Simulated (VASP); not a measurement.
Here is a VASP 6.6.1 calculation.

The input INCAR:

```
SYSTEM = Au
PREC     = Accurate       ! precision mode
ENCUT    = 500            ! plane-wave cutoff, eV
EDIFF    = 1E-8           ! SCF threshold, eV
ISMEAR   = -1             ! smearing method
SIGMA    = 0.15           ! smearing width, eV
LREAL    = .FALSE.        ! projectors in reciprocal space
LASPH    = .TRUE.         ! aspherical terms in the spheres
NELM     = 120            ! most SCF steps
ALGO     = Normal         ! electronic algorithm
ISIF     = 2              ! what is computed and relaxed
LWAVE    = .FALSE.        ! write WAVECAR
LCHARG   = .FALSE.        ! write CHGCAR
GGA      = PS             ! functional
NBANDS   = 18             ! bands
IBRION   = 8              ! ionic algorithm
NSW      = 1              ! ionic steps
GGA_COMPAT= .FALSE.
```

The input KPOINTS:

```
Automatic mesh
0
G
  18 18 10
  0 0 0
```

Contents of POSCAR:

```
Au
1.0
    2.8456138871      0.0000000000      0.0000000000
   -1.4228069436      2.4643739156      0.0000000000
    0.0000000000      0.0000000000      4.7617520804
Au
2
Direct
    0.3333333333      0.6666666667      0.7500000000
    0.6666666667      0.3333333333      0.2500000000
```

Potentials or basis: VASP PAW PBE potentials, release 64 (Au).

Launch:

```bash
$ cat potpaw_PBE.64/Au/POTCAR > POTCAR
$ mpirun -np 1 vasp_std > vasp.out
```

What does it give for the highest phonon frequency at Γ?

155 cm⁻¹.

Phonon frequencies in cm⁻¹ (negative: imaginary):
```csv
q point,frequencies
"(0.000, 0.000, 0.000)",0 0 0 43 43 155
```

Caveat: the cell stands under pressure or tension, which shifts response properties.
